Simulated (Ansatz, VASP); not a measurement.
# Two plane-wave programs on In2GaP3

The input INCAR:

```
SYSTEM = In2GaP3
ALGO     = Normal         ! electronic algorithm
EDIFF    = 1E-7           ! SCF threshold, eV
ENCUT    = 520            ! plane-wave cutoff, eV
GGA      = PE             ! functional
ISIF     = 2              ! what is computed and relaxed
ISMEAR   = 0              ! smearing method
LASPH    = .True.         ! aspherical terms in the spheres
LCHARG   = .False.        ! write CHGCAR
LREAL    = .False.        ! projectors in reciprocal space
LWAVE    = .False.        ! write WAVECAR
NBANDS   = 36             ! bands
NELM     = 60             ! most SCF steps
PREC     = Accurate       ! precision mode
SIGMA    = 0.01           ! smearing width, eV
```

Contents of KPOINTS:

```
k-points
0
Gamma
  6 6 2
  0 0 0
```

POSCAR

```
In2GaP3
1.0
    4.1478886826      0.0000000000      0.0000000000
   -2.0739443413      3.5921769712      0.0000000000
    0.0000000000      0.0000000000     10.1913679370
Ga In P
1 2 3
Direct
    0.0000000000      0.0000000000      0.0008415830
    0.6666666667      0.3333333333      0.6734585785
    0.3333333333      0.6666666667      0.3276036500
    0.6666666667      0.3333333333      0.9292247872
    0.3333333333      0.6666666667      0.5819913807
    0.0000000000      0.0000000000      0.2368800207
```

Input for Ansatz:

```yaml
crystal:
  lattice:
    - [4.1478886826, 0.0, 0.0]
    - [-2.0739443413, 3.5921769712, 0.0]
    - [0.0, 0.0, 10.191367937]
  atoms:
    - { symbol: Ga, position: [0.0, 0.0, 0.000841583] }
    - { symbol: In, position: [0.6666666667, 0.3333333333, 0.6734585785] }
    - { symbol: In, position: [0.3333333333, 0.6666666667, 0.32760365] }
    - { symbol: P, position: [0.6666666667, 0.3333333333, 0.9292247872] }
    - { symbol: P, position: [0.3333333333, 0.6666666667, 0.5819913807] }
    - { symbol: P, position: [0.0, 0.0, 0.2368800207] }
kpoints:
  mp_grid: { grid: [6, 6, 2] }
hamiltonian:
  xc: pbe
scf:
  occupations: { method: fixed }
  n_extra_bands: 5
output:
  forces: true
  stress: true
  eigenvalues: true
```

Alike in both runs: task single point; functional PBE; k mesh 6 × 6 × 2; no spin polarisation.

```csv
,VASP,Ansatz
version,VASP 6.6.1,Ansatz 0.2.0
potentials or method,"VASP PAW PBE potentials, release 64 (Ga_d, In_d, P)","plane waves, PAW"
plane-wave cutoff (eV),520,420
occupations,"gaussian, width 0.01 eV",fixed
valence electrons in the cell,54,54
```

|  | VASP | Ansatz | Ansatz less VASP |
| --- | --- | --- | --- |
| gap on the k mesh at the Fermi level (eV) | 0.27 | 0.28 | +0.006 |
| pressure (GPa) | -1.8 | -1.8 | +0.02 |
| traceless stress, the component that is largest in VASP (GPa) | -0.17 | -0.16 | +0.010 |
| rms of the force components (eV/Å) | 0.018 | 0.016 | -0.0013 |

Atom by atom the forces differ by 0.002 eV/Å (rms over components).
